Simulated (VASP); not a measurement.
# CdTe (P6_3/mmc) in VASP: notebook

CdTe is run at these levels: PBE, r2SCAN; tasks: relaxation of cell and atoms, single point.

Program: VASP 6.6.1. These are calculated values, not measurements. Logs are shortened: lines on timing, memory, paths and dates and some standing lists are left out, and cuts for length are marked.

### Step 1. The cell of the first run

Symmetry: P6_3/mmc, No. 194, hexagonal system. The conventional cell has a = 4.199 Å, b = 4.199 Å, c = 6.844 Å, α = 90.00°, β = 90.00°, γ = 120.00°. Cd (site symmetry -3m) has 6 Te at 2.97 Å and 2 Cd at 3.42 Å within 3.9 Å. Within 3.9 Å of Te (site symmetry -6m2) lie 6 Cd at 2.97 Å.

### Step 2. Relaxation of cell and atoms, PBE

INCAR

```
SYSTEM = CdTe
ALGO     = Normal         ! electronic algorithm
EDIFF    = 1E-6           ! SCF threshold, eV
EDIFFG   = -0.005         ! ionic threshold
ENCUT    = 600            ! plane-wave cutoff, eV
GGA      = PE             ! functional
IBRION   = 2              ! ionic algorithm
ISIF     = 3              ! what is computed and relaxed
ISMEAR   = -1             ! smearing method
LASPH    = .True.         ! aspherical terms in the spheres
LCHARG   = .False.        ! write CHGCAR
LREAL    = .False.        ! projectors in reciprocal space
LWAVE    = .False.        ! write WAVECAR
NELM     = 100            ! most SCF steps
NSW      = 80             ! ionic steps
PREC     = Accurate       ! precision mode
SIGMA    = 0.02           ! smearing width, eV
```

KPOINTS

```
k-points
0
Gamma
  6 6 4
  0 0 0
```

POSCAR

```
CdTe
1.0
    4.1988629700      0.0000000000      0.0000000000
   -2.0994314850      3.6363219990      0.0000000000
    0.0000000000      0.0000000000      6.8441466411
Cd Te
2 2
Direct
    0.0000000000      0.0000000000      0.0000000000
    0.0000000000      0.0000000000      0.5000000000
    0.3333333333      0.6666666667      0.2500000000
    0.6666666667      0.3333333333      0.7500000000
```

Potentials or basis: VASP PAW PBE potentials, release 64 (Cd, Te).

Launch:

```
$ cat potpaw_PBE.64/Cd/POTCAR potpaw_PBE.64/Te/POTCAR > POTCAR
$ mpirun -np 1 vasp_std > vasp.out
```

OUTCAR:

```text
SYSTEM = CdTe
   EDIFF = 1E-6
   EDIFFG = -0.005
   ENCUT = 600
   GGA = PE
   IBRION = 2
   ISIF = 3
   ISMEAR = -1
   LASPH = .True.
   LREAL = .False.
   NELM = 100
   NSW = 80
   PREC = Accurate

 ion  position               nearest neighbor table
   1  0.000  0.000  0.000-   3 2.97   4 2.97   3 2.97   4 2.97   4 2.97   3 2.97   2 3.42   2 3.42

   2  0.000  0.000  0.500-   3 2.97   4 2.97   3 2.97   4 2.97   4 2.97   3 2.97   1 3.42   1 3.42

   3  0.333  0.667  0.250-   1 2.97   2 2.97   1 2.97   2 2.97   1 2.97   2 2.97
   4  0.667  0.333  0.750-   1 2.97   2 2.97   1 2.97   2 2.97   1 2.97   2 2.97

  LATTYP: Found a hexagonal cell.
 ALAT       =     4.1988629700
 C/A-ratio  =     1.6300000000

  Lattice vectors:

 A1 = (   4.1988629700,   0.0000000000,   0.0000000000)
 A2 = (  -2.0994314850,   3.6363219990,   0.0000000000)
 A3 = (   0.0000000000,   0.0000000000,   6.8441466411)

Analysis of symmetry for initial positions (statically):
=====================================================================
 Subroutine PRICEL returns:
 Original cell was already a primitive cell.

 Routine SETGRP: Setting up the symmetry group for a
 hexagonal supercell.

 Subroutine GETGRP returns: Found 24 space group operations
 (whereof 12 operations were pure point group operations)
 out of a pool of 24 trial point group operations.

The static configuration has the point symmetry D_3d.
 The point group associated with its full space group is D_6h.

Analysis of symmetry for dynamics (positions and initial velocities):
=====================================================================
 Subroutine PRICEL returns:
 Original cell was already a primitive cell.

 Routine SETGRP: Setting up the symmetry group for a
 hexagonal supercell.

 Subroutine GETGRP returns: Found 24 space group operations
 (whereof 12 operations were pure point group operations)
 out of a pool of 24 trial point group operations.

The dynamic configuration has the point symmetry D_3d.
 The point group associated with its full space group is D_6h.

 Subroutine INISYM returns: Found 24 space group operations
 (whereof 12 operations are pure point group operations),
 and found     1 'primitive' translations

----------------------------------------------------------------------------------------

                                     Primitive cell

  volume of cell :     104.4993

  direct lattice vectors                    reciprocal lattice vectors
     4.198862970  0.000000000  0.000000000     0.238159713  0.137501574  0.000000000
[... 70 lines left out ...]
   total plane-waves  NPLWV =  72576
   dimension x,y,z NGX =    36 NGY =   36 NGZ =   56
   dimension x,y,z NGXF=    72 NGYF=   72 NGZF=  112
   ions per type =               2   2
   NGX,Y,Z   is equivalent  to a cutoff of  14.25, 14.25, 13.60 a.u.
   NGXF,Y,Z  is equivalent  to a cutoff of  28.51, 28.51, 27.21 a.u.
 SYSTEM =  CdTe
   PREC   = accura    normal or accurate (medium, high low for compatibility)
   ISTART =      0    job   : 0-new  1-cont  2-samecut
   ICHARG =      2    charge: 1-file 2-atom 10-const
   ISPIN  =      1    spin polarized calculation?
   LNONCOLLINEAR =      F non collinear calculations
   LSORBIT =      F    spin-orbit coupling
   LASPH  =      T    aspherical Exc in radial PAW
   ENCUT  =  600.0 eV  44.10 Ry    6.64 a.u.   8.39  8.39 13.67*2*pi/ulx,y,z
   NELM   =    100;   NELMIN=  2; NELMDL= -5     # of ELM steps
   EDIFF  = 0.1E-05   stopping-criterion for ELM
   LREAL  =      F    real-space projection
   EDIFFG = -.5E-02   stopping-criterion for IOM
   NSW    =     80    number of steps for IOM
   IBRION =      2    ionic relax: 0-MD 1-quasi-New 2-CG
   NFREE  =      1    steps in history (QN), initial steepest desc. (CG)
   ISIF   =      3    stress and relaxation
   ISYM   =      2    0-nonsym 1-usesym 2-fastsym
   POTIM  = 0.5000    time-step for ionic-motion
   TEBEG  =    0.0;   TEEND  =   0.0 temperature during run
   PSTRESS=    0.0 pullay stress
   NELECT =      36.0000    total number of electrons
   NUPDOWN=      -1.0000    fix difference up-down
   EMIN   =  10.00;   EMAX   =-10.00  energy-range for DOS
   EFERMI =   0.00;   METHOD = LEGACY
   ISMEAR =    -1;   SIGMA  =   0.02  broadening in eV -4-tet -1-fermi 0-gaus
   EFERMI_NEDOS =   21; number of points for ismear=-14 and -15
   IALGO  =     38    algorithm
   IMIX   =      4    mixing-type and parameters
     AMIX     =   0.40;   BMIX     =  1.00
     AMIX_MAG =   1.60;   BMIX_MAG =  1.00
  volume/ion in A,a.u.               =      26.12       176.30
  Fermi-wavevector in a.u.,A,eV,Ry     =   1.147637  2.168720 17.919835  1.317071
  Thomas-Fermi vector in A             =   2.284316
   LORBIT       =      0    0 simple, 1 ext, 2 COOP (PROOUT), +10 PAW based schemes
   GGA     = PE    functional components
   LHFCALC =     F    Hartree Fock is set to
   AEXX    =    0.0000 exact exchange contribution
   IVDW    =     0    specifies the selected vdW correction
   LEPSILON=     F    determine dielectric tensor
   LRPA    =     F    only Hartree local field effects (RPA)
 conjugate gradient relaxation of ions
 non-spin polarized calculation
  energy-cutoff  :      600.00
  volume of cell :      104.50
 maximum number of plane-waves:      3544
 NGX is ok and might be reduce to    36
   NGX = 17   NGY = 17   NGZ = 27

--------------------------------------- Ionic step        1  -------------------------------------------

 number of electron      36.0000005 magnetization

 Free energy of the ion-electron system (eV)
  ---------------------------------------------------
  ext. energy  EPLUGINS =         0.00000000
  ---------------------------------------------------
  free energy    TOTEN  =        -8.56299927 eV

  energy without entropy =       -8.56135695  energy(sigma->0) =       -8.56217811

 E-fermi :   4.9954     XC(G=0): -10.0957

 val. band max:        4.9829905535   @ k =   0.1667  -0.0000   0.0000
 cond. band min:       5.0452230851   @ k =   0.3333   0.3333   0.2500
 fundamental gap:      0.0622325315
 Fermi energy:         4.9954317197

 k-point     1 :       0.0000    0.0000    0.0000
  band No.  band energies     occupation
      1      -7.3009      2.00000
      2      -5.9738      2.00000
      3      -3.9484      2.00000
      4      -3.9484      2.00000
      5      -3.9356      2.00000
      6      -3.6854      2.00000
[... 779 lines left out ...]
--------------------------------------- Ionic step        8  -------------------------------------------

 number of electron      36.0000004 magnetization

 Free energy of the ion-electron system (eV)
  ---------------------------------------------------
  ext. energy  EPLUGINS =         0.00000000
  ---------------------------------------------------
  free energy    TOTEN  =        -8.79742966 eV

  energy without entropy =       -8.79587798  energy(sigma->0) =       -8.79665382

 E-fermi :   3.7615     XC(G=0):  -9.5659

 val. band max:        3.7566456850   @ k =   0.1667  -0.0000   0.0000
 cond. band min:       3.9087119494   @ k =   0.3333   0.3333   0.2500
 fundamental gap:      0.1520662644
 Fermi energy:         3.7614734872

 k-point     1 :       0.0000    0.0000    0.0000
  band No.  band energies     occupation
      1      -7.7503      2.00000
      2      -6.7230      2.00000
      3      -4.7847      2.00000
      4      -4.7847      2.00000
      5      -4.7841      2.00000
      6      -4.5970      2.00000
[... 545 lines left out ...]
  FREE ENERGIE OF THE ION-ELECTRON SYSTEM (eV)
  ---------------------------------------------------
  free  energy   TOTEN  =        -8.7974296641 eV

  energy  without entropy=       -8.7958779823  energy(sigma->0) =       -8.79665382

 reached required accuracy - stopping structural energy minimisation
```

OSZICAR:

```text
N       E                     dE             d eps       ncg     rms          rms(c)
DAV:   1     0.256648249742E+03    0.25665E+03   -0.18669E+04   924   0.166E+03
DAV:   2     0.385353180282E+01   -0.25279E+03   -0.24624E+03  1026   0.367E+02
DAV:   3    -0.893208532356E+01   -0.12786E+02   -0.12579E+02  1068   0.814E+01
[... 62 lines left out ...]
DAV:   1    -0.879766919873E+01   -0.25475E-03   -0.58063E-03  1008   0.793E-01    0.117E-01
DAV:   2    -0.879746336296E+01    0.20584E-03   -0.59563E-04   936   0.305E-01    0.377E-02
DAV:   3    -0.879743865568E+01    0.24707E-04   -0.54524E-05  1014   0.645E-02    0.325E-02
DAV:   4    -0.879743041125E+01    0.82444E-05   -0.94011E-06   936   0.165E-02    0.446E-03
DAV:   5    -0.879742966414E+01    0.74711E-06   -0.10205E-06   480   0.112E-02
   8 F= -.87974297E+01 E0= -.87966538E+01  d E =-.202679E-04
```

CONTCAR:

```text
CdTe
   1.00000000000000
     4.3616284318637550   -0.0000000000000000    0.0000000000000000
    -2.1808142159318775    3.7772810238292513   -0.0000000000000000
     0.0000000000000000    0.0000000000000000    7.0986896348144999
  Cd              Te
     2     2
Direct
     0.0000000000000000    0.0000000000000000    1.0000000000000000
     0.0000000000000000    0.0000000000000000    0.5000000000000000
     0.3333333332999970    0.6666666667000030    0.2500000000000000
     0.6666666667000030    0.3333333332999970    0.7500000000000000

  0.00000000E+00  0.00000000E+00  0.00000000E+00
  0.00000000E+00  0.00000000E+00  0.00000000E+00
  0.00000000E+00  0.00000000E+00  0.00000000E+00
  0.00000000E+00  0.00000000E+00  0.00000000E+00
```

Wall time 3.6 min (1 thread of Intel Xeon Platinum 8259CL at 2.50GHz (Skylake/Cascade Lake), shared host); peak memory 0.29 GiB.

Results:

- Free energy: -8.7974 eV
- Relaxed volume: 29.24 Å³/atom
- Relaxed cell: a = 4.362 Å, b = 4.362 Å, c = 7.099 Å, α = 90.00°, β = 90.00°, γ = 120.00°
- Space group after relaxing (to 0.05 Å): P6_3/mmc (No. 194)
- Energy gained by relaxing: 58.6 meV/atom
- Ionic steps: 8
- Pressure after relaxing: 0.0 GPa
- Band gap on the k mesh: zero (band 18 reaches 3.76 eV, above the bottom of band 19 at 2.85 eV)

The path:
```
step  energy change (eV)  largest force (eV/Å)  pressure (GPa)  volume (Å³)
   1              0.0000                0.0000            6.79       104.50
   2             -0.2031                0.0000           -1.82       122.15
   3             -0.2343                0.0000            0.06       116.79
   4             -0.2343                0.0000           -0.02       117.04
   5             -0.2343                0.0000           -0.05       117.05
   6             -0.2344                0.0000           -0.06       117.08
   7             -0.2344                0.0000            0.04       116.85
   8             -0.2344                0.0000            0.00       116.95
```

Final structure:
```
Cd Te
1.0
     4.36163    0.00000    0.00000
    -2.18081    3.77728    0.00000
     0.00000    0.00000    7.09869
Cd Te
2 2
Direct
  0.00000 0.00000 0.00000
  0.00000 0.00000 0.50000
  0.33333 0.66667 0.25000
  0.66667 0.33333 0.75000
```

Levels at points of the mesh, in eV from the Fermi level:
```
           k point  band 14  band 15  band 16  band 17  band 18  band 19  band 20  band 21  band 22
(0.00, 0.00, 0.00)    -0.59    -0.59    -0.45    -0.16    -0.12    -0.12     2.41     4.80     4.80
(0.50, 0.00, 0.00)    -3.53    -2.93    -2.20    -2.07    -0.11     1.33     2.18     2.76     3.93
(0.00, 0.00, 0.50)    -3.45    -0.33    -0.33    -0.33    -0.33     2.08     2.08     4.87     4.87
(0.50, 0.00, 0.50)    -4.75    -1.37    -1.37    -1.28    -1.28     0.86     0.86     4.15     4.15
```

Caveat: spin-orbit coupling is left out, which moves the levels of the heavy elements.

### Step 3. Single point, r2SCAN

This run uses another cell than the first one, of 28.50 Å³/atom, 1.091 times its volume.

POSCAR

```
CdTe
1.0
    4.3149846580      0.0000000000      0.0000000000
   -2.1574923290      3.7368863307      0.0000000000
    0.0000000000      0.0000000000      7.0705358697
Cd Te
2 2
Direct
    0.0000000000      0.0000000000      0.0000000000
    0.0000000000      0.0000000000      0.5000000000
    0.3333333333      0.6666666667      0.2500000000
    0.6666666667      0.3333333333      0.7500000000
```

INCAR.step1

```
ALGO = Normal ; EDIFF = 1E-4
ENCUT = 520 ; GGA = PE
ISMEAR = -1 ; LASPH = T
LCHARG = F ; LREAL = F
LWAVE = T ; NBANDS = 26
NELM = 100 ; PREC = Accurate
SIGMA = 0.02
```

INCAR.step2

```
ALGO = Normal ; EDIFF = 1E-6
ENCUT = 520 ; ISIF = 2
ISMEAR = -1 ; ISTART = 1
LASPH = T ; LCHARG = F
LMIXTAU = T ; LREAL = F
LWAVE = F ; METAGGA = R2SCAN
NBANDS = 26 ; NELM = 100
PREC = Accurate ; SIGMA = 0.02
```

KPOINTS

```
k-points
0
Gamma
  12 12 4
```

Potentials or basis: VASP PAW PBE potentials, release 64 (Cd, Te).

Launch:

```
$ cat potpaw_PBE.64/Cd/POTCAR potpaw_PBE.64/Te/POTCAR > POTCAR
$ cp INCAR.step1 INCAR
$ mpirun -np 1 vasp_std > vasp.out
$ cp INCAR.step2 INCAR
$ mpirun -np 1 vasp_std > vasp.out
```

It took 5.7 min on 1 thread of Intel Xeon Platinum 8259CL at 2.50GHz (Skylake/Cascade Lake), shared host; peak memory 0.34 GiB.

The run converged. Its results:

- Free energy: -92.5186 eV
- Pressure: 0.1 GPa
- Band gap on the k mesh: zero (band 18 reaches 3.80 eV, above the bottom of band 19 at 3.18 eV)

Stress tensor (GPa, compression positive):
```
0.05 0.00 0.00
0.00 0.05 0.00
0.00 0.00 0.26
```

Levels at points of the mesh, in eV from the Fermi level:
```tsv
k point	band 15	band 16	band 17	band 18	band 19	band 20	band 21	band 22
(0.00, 0.00, 0.00)	-0.57	-0.49	-0.07	-0.07	0.58	3.02	5.32	5.32
(0.50, 0.00, 0.00)	-3.06	-2.14	-2.13	-0.08	1.65	2.59	3.31	4.38
(0.00, 0.00, 0.50)	-0.30	-0.30	-0.30	-0.30	2.74	2.74	5.39	5.39
(0.50, 0.00, 0.50)	-1.38	-1.38	-1.30	-1.30	1.21	1.21	4.55	4.55
```

Caveat: the PAW data sets were made with another functional, which shifts forces and pressure a little; spin-orbit coupling is left out, which moves the levels of the heavy elements.

(Continued in part 2 of 2.)
